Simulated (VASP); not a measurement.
# CdF2 (Fm-3m) in VASP: notebook, part 2 of 2

VASP 6.6.1.

### 3 Single point, LDA

This run uses another cell than the first one, of 13.03 Å³/atom, 1.176 times its volume.

INCAR reads:

```
  PREC = Accurate
  ENCUT = 520
  EDIFF = 1E-7
  ISMEAR = -1
  SIGMA = 0.03
  LREAL = F
  LASPH = T
  NELM = 60
  ALGO = Normal
  ISIF = 2
  LWAVE = F
  LCHARG = T
  GGA = CA
  LELF = T
  LVHAR = T
  NBANDS = 20
```

KPOINTS reads:

```
regular mesh
0
Gamma
  9 9 9
```

POSCAR reads:

```
CdF2
1.0
    0.0000000000      2.6940000000      2.6940000000
    2.6940000000      0.0000000000      2.6940000000
    2.6940000000      2.6940000000      0.0000000000
Cd F
1 2
Direct
    0.0000000000      0.0000000000      0.0000000000
    0.2500000000      0.2500000000      0.2500000000
    0.7500000000      0.7500000000      0.7500000000
```

Potentials or basis: VASP PAW LDA potentials, release 64 (Cd, F).

Launch:

```
$ cat potpaw_LDA.64/Cd/POTCAR potpaw_LDA.64/F/POTCAR > POTCAR
$ mpirun -np 1 vasp_std > vasp.out
```

OUTCAR:

```text
PREC = Accurate
   ENCUT = 520
   EDIFF = 1E-7
   ISMEAR = -1
   LREAL = F
   LASPH = T
   NELM = 60
   ISIF = 2
   GGA = CA

 ion  position               nearest neighbor table
   1  0.000  0.000  0.000-   3 2.33   3 2.33   3 2.33   2 2.33   3 2.33   2 2.33   2 2.33   2 2.33

   2  0.250  0.250  0.250-   1 2.33   1 2.33   1 2.33   1 2.33
   3  0.750  0.750  0.750-   1 2.33   1 2.33   1 2.33   1 2.33

  LATTYP: Found a face centered cubic cell.
 ALAT       =     5.3880000000

  Lattice vectors:

 A1 = (   0.0000000000,   2.6940000000,   2.6940000000)
 A2 = (   2.6940000000,   0.0000000000,   2.6940000000)
 A3 = (   2.6940000000,   2.6940000000,   0.0000000000)

Analysis of symmetry for initial positions (statically):
=====================================================================
 Subroutine PRICEL returns:
 Original cell was already a primitive cell.

 Routine SETGRP: Setting up the symmetry group for a
 face centered cubic supercell.

 Subroutine GETGRP returns: Found 48 space group operations
 (whereof 48 operations were pure point group operations)
 out of a pool of 48 trial point group operations.

The static configuration has the point symmetry O_h .

Analysis of symmetry for dynamics (positions and initial velocities):
=====================================================================
 Subroutine PRICEL returns:
 Original cell was already a primitive cell.

 Routine SETGRP: Setting up the symmetry group for a
 face centered cubic supercell.

 Subroutine GETGRP returns: Found 48 space group operations
 (whereof 48 operations were pure point group operations)
 out of a pool of 48 trial point group operations.

The dynamic configuration has the point symmetry O_h .

 Subroutine INISYM returns: Found 48 space group operations
 (whereof 48 operations are pure point group operations),
 and found     1 'primitive' translations

----------------------------------------------------------------------------------------

                                     Primitive cell

  volume of cell :      39.1041

  direct lattice vectors                    reciprocal lattice vectors
     0.000000000  2.694000000  2.694000000    -0.185597624  0.185597624  0.185597624
     2.694000000  0.000000000  2.694000000     0.185597624 -0.185597624  0.185597624
     2.694000000  2.694000000  0.000000000     0.185597624  0.185597624 -0.185597624

  length of vectors
     3.809891337  3.809891337  3.809891337     0.321464515  0.321464515  0.321464515

  position of ions in fractional coordinates (direct lattice)
     0.000000000  0.000000000  0.000000000
     0.250000000  0.250000000  0.250000000
     0.750000000  0.750000000  0.750000000

  ion indices of the primitive-cell ions
   primitive index   ion index
                 1           1
                 2           2
                 3           3

----------------------------------------------------------------------------------------

 KPOINTS: regular mesh

Automatic generation of k-mesh.
 Grid dimensions read from file:
 generate k-points for:    9    9    9

 Generating k-lattice:

  Cartesian coordinates                     Fractional coordinates (reciprocal lattice)
    -0.020621958  0.020621958  0.020621958     0.111111111  0.000000000  0.000000000
     0.020621958 -0.020621958  0.020621958     0.000000000  0.111111111  0.000000000
     0.020621958  0.020621958 -0.020621958     0.000000000  0.000000000  0.111111111

  Length of vectors
     0.035718279  0.035718279  0.035718279

  Shift w.r.t. Gamma in fractional coordinates (k-lattice)
     0.000000000  0.000000000  0.000000000

 Subroutine IBZKPT returns following result:
 ===========================================

 Found     35 irreducible k-points:

 Following reciprocal coordinates:
            Coordinates               Weight
  0.000000  0.000000  0.000000      1.000000
  0.111111  0.000000  0.000000      8.000000
  0.222222  0.000000  0.000000      8.000000
  0.333333  0.000000  0.000000      8.000000
  0.444444  0.000000  0.000000      8.000000
  0.111111  0.111111  0.000000      6.000000
[... 16 lines left out ...]
 -0.333333  0.333333  0.000000     12.000000
  0.444444  0.444444  0.000000      6.000000
 [... further k-points ...]
   k-points           NKPTS =     35   k-points in BZ     NKDIM =     35   number of bands    NBANDS=     20
   number of dos      NEDOS =    301   number of ions     NIONS =      3
   total plane-waves  NPLWV =  21952
   dimension x,y,z NGX =    28 NGY =   28 NGZ =   28
   dimension x,y,z NGXF=    56 NGYF=   56 NGZF=   56
   ions per type =               1   2
   NGX,Y,Z   is equivalent  to a cutoff of  12.22, 12.22, 12.22 a.u.
   NGXF,Y,Z  is equivalent  to a cutoff of  24.44, 24.44, 24.44 a.u.
 SYSTEM =  unknown system
   PREC   = accura    normal or accurate (medium, high low for compatibility)
   ISTART =      0    job   : 0-new  1-cont  2-samecut
   ICHARG =      2    charge: 1-file 2-atom 10-const
   ISPIN  =      1    spin polarized calculation?
   LNONCOLLINEAR =      F non collinear calculations
   LSORBIT =      F    spin-orbit coupling
   LASPH  =      T    aspherical Exc in radial PAW
   ENCUT  =  520.0 eV  38.22 Ry    6.18 a.u.   7.08  7.08  7.08*2*pi/ulx,y,z
   NELM   =     60;   NELMIN=  2; NELMDL= -5     # of ELM steps
   EDIFF  = 0.1E-06   stopping-criterion for ELM
   LREAL  =      F    real-space projection
   EDIFFG = 0.1E-05   stopping-criterion for IOM
   NSW    =      0    number of steps for IOM
   IBRION =     -1    ionic relax: 0-MD 1-quasi-New 2-CG
   NFREE  =      0    steps in history (QN), initial steepest desc. (CG)
   ISIF   =      2    stress and relaxation
   ISYM   =      2    0-nonsym 1-usesym 2-fastsym
   POTIM  = 0.5000    time-step for ionic-motion
   TEBEG  =    0.0;   TEEND  =   0.0 temperature during run
   PSTRESS=    0.0 pullay stress
   NELECT =      26.0000    total number of electrons
   NUPDOWN=      -1.0000    fix difference up-down
   EMIN   =  10.00;   EMAX   =-10.00  energy-range for DOS
   EFERMI =   0.00;   METHOD = LEGACY
   ISMEAR =    -1;   SIGMA  =   0.03  broadening in eV -4-tet -1-fermi 0-gaus
   EFERMI_NEDOS =   21; number of points for ismear=-14 and -15
   IALGO  =     38    algorithm
   IMIX   =      4    mixing-type and parameters
     AMIX     =   0.40;   BMIX     =  1.00
     AMIX_MAG =   1.60;   BMIX_MAG =  1.00
  volume/ion in A,a.u.               =      13.03        87.96
  Fermi-wavevector in a.u.,A,eV,Ry     =   1.428867  2.700166 27.778468  2.041660
  Thomas-Fermi vector in A             =   2.548882
   LORBIT       =      0    0 simple, 1 ext, 2 COOP (PROOUT), +10 PAW based schemes
   GGA     = CA    functional components
   LHFCALC =     F    Hartree Fock is set to
   AEXX    =    0.0000 exact exchange contribution
   IVDW    =     0    specifies the selected vdW correction
   LEPSILON=     F    determine dielectric tensor
   LRPA    =     F    only Hartree local field effects (RPA)
 non-spin polarized calculation
  energy-cutoff  :      520.00
  volume of cell :       39.10
 maximum number of plane-waves:      1067
   NGX = 15   NGY = 15   NGZ = 15

 number of electron      25.9999989 magnetization

 Free energy of the ion-electron system (eV)
  ---------------------------------------------------
  ext. energy  EPLUGINS =         0.00000000
  ---------------------------------------------------
  free energy    TOTEN  =       -12.71564473 eV

  energy without entropy =      -12.71564473  energy(sigma->0) =      -12.71564473

 E-fermi :  -0.9120     XC(G=0): -11.1271

 val. band max:       -1.6903967334   @ k =  -0.3333   0.4444   0.2222
 cond. band min:       1.1351619512   @ k =   0.0000   0.0000   0.0000
 fundamental gap:      2.8255586847
 Fermi energy:        -0.9120201532

 k-point     1 :       0.0000    0.0000    0.0000
  band No.  band energies     occupation
      1     -22.1083      2.00000
      2     -20.9264      2.00000
      3      -7.3035      2.00000
      4      -7.3035      2.00000
      5      -7.3035      2.00000
      6      -6.0228      2.00000
[... 12 lines left out ...]
     19      17.8700      0.00000
     20      17.8700      0.00000

 k-point     2 :       0.1111    0.0000    0.0000
  band No.  band energies     occupation
      1     -22.0656      2.00000
      2     -20.9635      2.00000
      3      -7.2546      2.00000
      4      -7.2546      2.00000
      5      -7.1669      2.00000
      6      -6.0390      2.00000
[... 498 lines left out ...]
 k-point    24 :       0.4444    0.4444    0.0000
  band No.  band energies     occupation
      1     -21.6207      2.00000
      2     -21.3135      2.00000
      3      -7.0813      2.00000
      4      -6.3614      2.00000
      5      -6.3614      2.00000
      6      -5.9036      2.00000
[... 12 lines left out ...]
     19      17.6106      0.00000
     20      19.3022      0.00000

 [... further k-points ...]
[... 5 lines left out ...]
  --------------------------------------------------------------------------------------
  -------------------------------------------------------------------------------------
  Total       -1.1544763     -1.1544763     -1.1544763      0.0000000     -0.0000000      0.0000000
  in kB      -47.3012745    -47.3012745    -47.3012745      0.0000000     -0.0000000      0.0000000
  external PRESSURE =     -47.3012745 kB  Pullay stress =       0.0000000 kB

 VOLUME and BASIS-vectors are now :
 -----------------------------------------------------------------------------
  energy-cutoff  :      520.00
  volume of cell :       39.10
      direct lattice vectors                 reciprocal lattice vectors
     0.000000000  2.694000000  2.694000000    -0.185597624  0.185597624  0.185597624
     2.694000000  0.000000000  2.694000000     0.185597624 -0.185597624  0.185597624
     2.694000000  2.694000000  0.000000000     0.185597624  0.185597624 -0.185597624

 POSITION                                       TOTAL-FORCE (eV/Angst)
 -----------------------------------------------------------------------------------
      0.00000      0.00000      0.00000         0.000000      0.000000     -0.000000
      1.34700      1.34700      1.34700         0.000000      0.000000     -0.000000
      4.04100      4.04100      4.04100        -0.000000     -0.000000      0.000000
 -----------------------------------------------------------------------------------
    total drift:                                0.000000      0.000000      0.000000

  FREE ENERGIE OF THE ION-ELECTRON SYSTEM (eV)
  ---------------------------------------------------
  free  energy   TOTEN  =       -12.7156447297 eV

  energy  without entropy=      -12.7156447297  energy(sigma->0) =      -12.71564473
```

It took 55 s on 1 thread of AMD EPYC 7R13, shared host; peak memory 0.12 GiB.

What came out:

```yaml
Free_energy: -12.7156 eV
Pressure: -4.7 GPa
Band_gap_on_the_k_mesh: 2.83 eV, indirect (least direct gap 3.28 eV)
```

A k mesh can miss the band edges.
